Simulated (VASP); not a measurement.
# NbC2 (P4/mmm) in VASP: single point with PBE

Aim: the single point of NbC2 with PBE.

Program: VASP 6.6.1. These are calculated values, not measurements. Logs are shortened: lines on timing, memory, paths and dates and some standing lists are left out, and cuts for length are marked.

## (1) The cell of the first run

It takes space group P4/mmm (No. 123, tetragonal). The conventional cell has a = 4.015 Å, b = 4.015 Å, c = 5.578 Å, α = 90.00°, β = 90.00°, γ = 90.00°. Within 2.9 Å of Nb (site symmetry 4mm) lie 4 C at 2.20 Å and 1 Nb at 2.54 Å. C (site symmetry m2m) has 2 C at 1.47 Å within 2.0 Å.

## (2) Single point, PBE

Input file INCAR:

```
SYSTEM = NbC2
PREC     = Accurate       ! precision mode
ENCUT    = 600            ! plane-wave cutoff, eV
EDIFF    = 1E-6           ! SCF threshold, eV
ISMEAR   = 0              ! smearing method
SIGMA    = 0.2            ! smearing width, eV
LREAL    = .False.        ! projectors in reciprocal space
LASPH    = .True.         ! aspherical terms in the spheres
NELM     = 120            ! most SCF steps
ALGO     = Normal         ! electronic algorithm
ISIF     = 2              ! what is computed and relaxed
LWAVE    = .False.        ! write WAVECAR
LCHARG   = .False.        ! write CHGCAR
GGA      = PE             ! functional
NBANDS   = 30             ! bands
GGA_COMPAT= .False.
```

Input file KPOINTS:

```
regular mesh
0
Gamma
  4 4 3
  0 0 0
```

Input file POSCAR:

```
NbC2
1.0
    4.0145386611      0.0000000000      0.0000000000
    0.0000000000      4.0145386611      0.0000000000
    0.0000000000      0.0000000000      5.5776416832
Nb C
2 4
Direct
    0.5000000000      0.5000000000      0.2274073878
    0.5000000000      0.5000000000      0.7725926122
    0.1832492611      0.1832492611      0.0000000000
    0.8167507389      0.8167507389      0.0000000000
    0.8167507389      0.1832492611      0.0000000000
    0.1832492611      0.8167507389      0.0000000000
```

Potentials or basis: VASP PAW PBE potentials, release 64 (Nb_sv, C).

Run with:

```sh
$ cat potpaw_PBE.64/Nb_sv/POTCAR potpaw_PBE.64/C/POTCAR > POTCAR
$ mpirun -np 1 vasp_std > vasp.out
```

OUTCAR:

```text
SYSTEM = NbC2
   PREC = Accurate
   ENCUT = 600
   EDIFF = 1E-6
   ISMEAR = 0
   LREAL = .False.
   LASPH = .True.
   NELM = 120
   ISIF = 2
   GGA = PE

 ion  position               nearest neighbor table
   1  0.500  0.500  0.227-   3 2.20   4 2.20   5 2.20   6 2.20   2 2.54   2 3.04
   2  0.500  0.500  0.773-   3 2.20   4 2.20   5 2.20   6 2.20   1 2.54   1 3.04
   3  0.183  0.183  0.000-   5 1.47   6 1.47   1 2.20   2 2.20
   4  0.817  0.817  0.000-   5 1.47   6 1.47   1 2.20   2 2.20
   5  0.817  0.183  0.000-   3 1.47   4 1.47   1 2.20   2 2.20
   6  0.183  0.817  0.000-   3 1.47   4 1.47   1 2.20   2 2.20

  LATTYP: Found a simple tetragonal cell.
 ALAT       =     4.0145386611
 C/A-ratio  =     1.3893605602

  Lattice vectors:

 A1 = (   4.0145386611,   0.0000000000,   0.0000000000)
 A2 = (   0.0000000000,   4.0145386611,   0.0000000000)
 A3 = (   0.0000000000,   0.0000000000,   5.5776416832)

Analysis of symmetry for initial positions (statically):
=====================================================================
 Subroutine PRICEL returns:
 Original cell was already a primitive cell.

 Routine SETGRP: Setting up the symmetry group for a
 simple tetragonal supercell.

 Subroutine GETGRP returns: Found 16 space group operations
 (whereof 16 operations were pure point group operations)
 out of a pool of 16 trial point group operations.

The static configuration has the point symmetry D_4h.

Analysis of symmetry for dynamics (positions and initial velocities):
=====================================================================
 Subroutine PRICEL returns:
 Original cell was already a primitive cell.

 Routine SETGRP: Setting up the symmetry group for a
 simple tetragonal supercell.

 Subroutine GETGRP returns: Found 16 space group operations
 (whereof 16 operations were pure point group operations)
 out of a pool of 16 trial point group operations.

The dynamic configuration has the point symmetry D_4h.

 Subroutine INISYM returns: Found 16 space group operations
 (whereof 16 operations are pure point group operations),
 and found     1 'primitive' translations

----------------------------------------------------------------------------------------

                                     Primitive cell

  volume of cell :      89.8922

  direct lattice vectors                    reciprocal lattice vectors
     4.014538661  0.000000000  0.000000000     0.249094624  0.000000000  0.000000000
     0.000000000  4.014538661  0.000000000     0.000000000  0.249094624  0.000000000
     0.000000000  0.000000000  5.577641683     0.000000000  0.000000000  0.179287243

  length of vectors
     4.014538661  4.014538661  5.577641683     0.249094624  0.249094624  0.179287243

  position of ions in fractional coordinates (direct lattice)
     0.500000000  0.500000000  0.227407388
     0.500000000  0.500000000  0.772592612
     0.183249261  0.183249261  0.000000000
     0.816750739  0.816750739  0.000000000
     0.816750739  0.183249261  0.000000000
     0.183249261  0.816750739  0.000000000

  ion indices of the primitive-cell ions
   primitive index   ion index
                 1           1
                 2           2
                 3           3
                 4           4
                 5           5
                 6           6

----------------------------------------------------------------------------------------

 KPOINTS: regular mesh

Automatic generation of k-mesh.
 Grid dimensions read from file:
 generate k-points for:    4    4    3

 Generating k-lattice:

  Cartesian coordinates                     Fractional coordinates (reciprocal lattice)
     0.062273656  0.000000000  0.000000000     0.250000000  0.000000000  0.000000000
     0.000000000  0.062273656  0.000000000     0.000000000  0.250000000  0.000000000
     0.000000000  0.000000000  0.059762414     0.000000000  0.000000000  0.333333333

  Length of vectors
     0.062273656  0.062273656  0.059762414

  Shift w.r.t. Gamma in fractional coordinates (k-lattice)
     0.000000000  0.000000000  0.000000000

 Subroutine IBZKPT returns following result:
 ===========================================

 Found     12 irreducible k-points:

 Following reciprocal coordinates:
            Coordinates               Weight
  0.000000  0.000000  0.000000      1.000000
  0.250000  0.000000  0.000000      4.000000
  0.500000  0.000000  0.000000      2.000000
  0.250000  0.250000  0.000000      4.000000
  0.500000  0.250000  0.000000      4.000000
  0.500000  0.500000  0.000000      1.000000
  0.000000  0.000000  0.333333      2.000000
  0.250000  0.000000  0.333333      8.000000
  0.500000  0.000000  0.333333      4.000000
  0.250000  0.250000  0.333333      8.000000
  0.500000  0.250000  0.333333      8.000000
  0.500000  0.500000  0.333333      2.000000
   k-points           NKPTS =     12   k-points in BZ     NKDIM =     12   number of bands    NBANDS=     30
   number of dos      NEDOS =    301   number of ions     NIONS =      6
   total plane-waves  NPLWV =  49152
   dimension x,y,z NGX =    32 NGY =   32 NGZ =   48
   dimension x,y,z NGXF=    64 NGYF=   64 NGZF=   96
   ions per type =               2   4
   NGX,Y,Z   is equivalent  to a cutoff of  13.25, 13.25, 14.31 a.u.
   NGXF,Y,Z  is equivalent  to a cutoff of  26.50, 26.50, 28.61 a.u.
 SYSTEM =  NbC2
   PREC   = accura    normal or accurate (medium, high low for compatibility)
   ISTART =      0    job   : 0-new  1-cont  2-samecut
   ICHARG =      2    charge: 1-file 2-atom 10-const
   ISPIN  =      1    spin polarized calculation?
   LNONCOLLINEAR =      F non collinear calculations
   LSORBIT =      F    spin-orbit coupling
   LASPH  =      T    aspherical Exc in radial PAW
   ENCUT  =  600.0 eV  44.10 Ry    6.64 a.u.   8.02  8.02 11.14*2*pi/ulx,y,z
   NELM   =    120;   NELMIN=  2; NELMDL= -5     # of ELM steps
   EDIFF  = 0.1E-05   stopping-criterion for ELM
   LREAL  =      F    real-space projection
   EDIFFG = 0.1E-04   stopping-criterion for IOM
   NSW    =      0    number of steps for IOM
   IBRION =     -1    ionic relax: 0-MD 1-quasi-New 2-CG
   NFREE  =      0    steps in history (QN), initial steepest desc. (CG)
   ISIF   =      2    stress and relaxation
   ISYM   =      2    0-nonsym 1-usesym 2-fastsym
   POTIM  = 0.5000    time-step for ionic-motion
   TEBEG  =    0.0;   TEEND  =   0.0 temperature during run
   PSTRESS=    0.0 pullay stress
   NELECT =      42.0000    total number of electrons
   NUPDOWN=      -1.0000    fix difference up-down
   EMIN   =  10.00;   EMAX   =-10.00  energy-range for DOS
   EFERMI =   0.00;   METHOD = LEGACY
   ISMEAR =     0;   SIGMA  =   0.20  broadening in eV -4-tet -1-fermi 0-gaus
   EFERMI_NEDOS =   21; number of points for ismear=-14 and -15
   IALGO  =     38    algorithm
   IMIX   =      4    mixing-type and parameters
     AMIX     =   0.40;   BMIX     =  1.00
     AMIX_MAG =   1.60;   BMIX_MAG =  1.00
  volume/ion in A,a.u.               =      14.98       101.10
  Fermi-wavevector in a.u.,A,eV,Ry     =   1.270332  2.400580 21.956317  1.613744
  Thomas-Fermi vector in A             =   2.403325
   LORBIT       =      0    0 simple, 1 ext, 2 COOP (PROOUT), +10 PAW based schemes
   GGA     = PE    functional components
   LHFCALC =     F    Hartree Fock is set to
   AEXX    =    0.0000 exact exchange contribution
   IVDW    =     0    specifies the selected vdW correction
   LEPSILON=     F    determine dielectric tensor
   LRPA    =     F    only Hartree local field effects (RPA)
 non-spin polarized calculation
 Gauss-broadening in eV      SIGMA  =   0.20
  energy-cutoff  :      600.00
  volume of cell :       89.89
 maximum number of plane-waves:      3040
   NGX = 17   NGY = 17   NGZ = 23

 number of electron      42.0000002 magnetization

 Free energy of the ion-electron system (eV)
  ---------------------------------------------------
  ext. energy  EPLUGINS =         0.00000000
  ---------------------------------------------------
  free energy    TOTEN  =       -50.60837129 eV

  energy without entropy =      -50.56109599  energy(sigma->0) =      -50.58473364

 E-fermi :   5.7889     XC(G=0): -10.1500

 val. band max:        5.7110741691   @ k =   0.5000   0.2500   0.3333
 cond. band min:       5.9641603523   @ k =   0.2500   0.2500   0.3333
 fundamental gap:      0.2530861832
 Fermi energy:         5.7888619750

 k-point     1 :       0.0000    0.0000    0.0000
  band No.  band energies     occupation
      1     -49.5637      2.00000
      2     -49.3512      2.00000
      3     -26.2467      2.00000
      4     -25.7165      2.00000
      5     -25.7165      2.00000
      6     -25.4925      2.00000
[... 22 lines left out ...]
     29       9.4851      0.00000
     30      10.7737      0.00000

 k-point     2 :       0.2500    0.0000    0.0000
  band No.  band energies     occupation
      1     -49.5630      2.00000
      2     -49.3507      2.00000
      3     -26.2431      2.00000
      4     -25.7374      2.00000
      5     -25.7143      2.00000
      6     -25.5061      2.00000
[... 22 lines left out ...]
     29      10.5488      0.00000
     30      10.9501      0.00000

 k-point     3 :       0.5000    0.0000    0.0000
  band No.  band energies     occupation
      1     -49.5624      2.00000
      2     -49.3502      2.00000
      3     -26.2394      2.00000
      4     -25.7582      2.00000
      5     -25.7121      2.00000
      6     -25.5197      2.00000
[... 22 lines left out ...]
     29      11.3905      0.00000
     30      11.4490      0.00000

 k-point     4 :       0.2500    0.2500    0.0000
  band No.  band energies     occupation
      1     -49.5624      2.00000
      2     -49.3502      2.00000
      3     -26.2396      2.00000
      4     -25.7352      2.00000
      5     -25.7341      2.00000
      6     -25.5047      2.00000
[... 220 lines left out ...]
     29      10.4539      0.00000
     30      10.8026      0.00000

 k-point    11 :       0.5000    0.2500    0.3333
  band No.  band energies     occupation
      1     -49.5441      2.00000
      2     -49.3681      2.00000
      3     -26.0708      2.00000
      4     -25.7359      2.00000
      5     -25.7133      2.00000
      6     -25.5379      2.00000
[... 22 lines left out ...]
     29       9.9262      0.00000
     30      10.4664      0.00000

 k-point    12 :       0.5000    0.5000    0.3333
  band No.  band energies     occupation
      1     -49.5435      2.00000
      2     -49.3676      2.00000
      3     -26.0675      2.00000
      4     -25.7327      2.00000
      5     -25.7327      2.00000
      6     -25.5360      2.00000
[... 22 lines left out ...]
     29       9.8536      0.00000
     30       9.8536      0.00000

------------------------ aborting loop because EDIFF is reached ----------------------------------------

  FORCE on cell =-STRESS in cart. coord.  units (eV):
  Direction    XX          YY          ZZ          XY          YZ          ZX
  --------------------------------------------------------------------------------------
  -------------------------------------------------------------------------------------
  Total       -0.0753333     -0.0753333     -0.2542551      0.0000000      0.0000000     -0.0000000
  in kB       -1.3426906     -1.3426906     -4.5316700      0.0000000      0.0000000     -0.0000000
  external PRESSURE =      -2.4056838 kB  Pullay stress =       0.0000000 kB

 VOLUME and BASIS-vectors are now :
 -----------------------------------------------------------------------------
  energy-cutoff  :      600.00
  volume of cell :       89.89
      direct lattice vectors                 reciprocal lattice vectors
     4.014538661  0.000000000  0.000000000     0.249094624  0.000000000  0.000000000
     0.000000000  4.014538661  0.000000000     0.000000000  0.249094624  0.000000000
     0.000000000  0.000000000  5.577641683     0.000000000  0.000000000  0.179287243

 POSITION                                       TOTAL-FORCE (eV/Angst)
 -----------------------------------------------------------------------------------
      2.00727      2.00727      1.26840         0.000000      0.000000     -0.032278
      2.00727      2.00727      4.30924         0.000000      0.000000      0.032278
      0.73566      0.73566      0.00000         0.062470      0.062470      0.000000
      3.27888      3.27888      0.00000        -0.062470     -0.062470      0.000000
      3.27888      0.73566      0.00000        -0.062470      0.062470      0.000000
      0.73566      3.27888      0.00000         0.062470     -0.062470     -0.000000
 -----------------------------------------------------------------------------------
    total drift:                                0.000000     -0.000000     -0.000000

  FREE ENERGIE OF THE ION-ELECTRON SYSTEM (eV)
  ---------------------------------------------------
  free  energy   TOTEN  =       -50.6083712883 eV

  energy  without entropy=      -50.5610959890  energy(sigma->0) =      -50.58473364
```

Wall time 20 s (1 thread of Intel Xeon 6975P-C (Granite Rapids), shared host); peak memory 0.21 GiB.

Results:

```
Free energy            : -50.6084 eV
Pressure               : -0.2 GPa
Largest force          : 0.088 eV/Å
Band gap on the k mesh : zero (band 21 reaches 6.23 eV, above the bottom of band 22 at 5.39 eV)
```

Forces on the atoms (eV/Å):
```
Nb   0.000  0.000 -0.032
Nb   0.000  0.000  0.032
C    0.062  0.062  0.000
C   -0.062 -0.062  0.000
C   -0.062  0.062  0.000
C    0.062 -0.062  0.000
```

Stress tensor (GPa, compression positive):
```
-0.13  0.00  0.00
 0.00 -0.13  0.00
 0.00  0.00 -0.45
```

Caveat: the k points lie up to 0.39 Å⁻¹ apart.
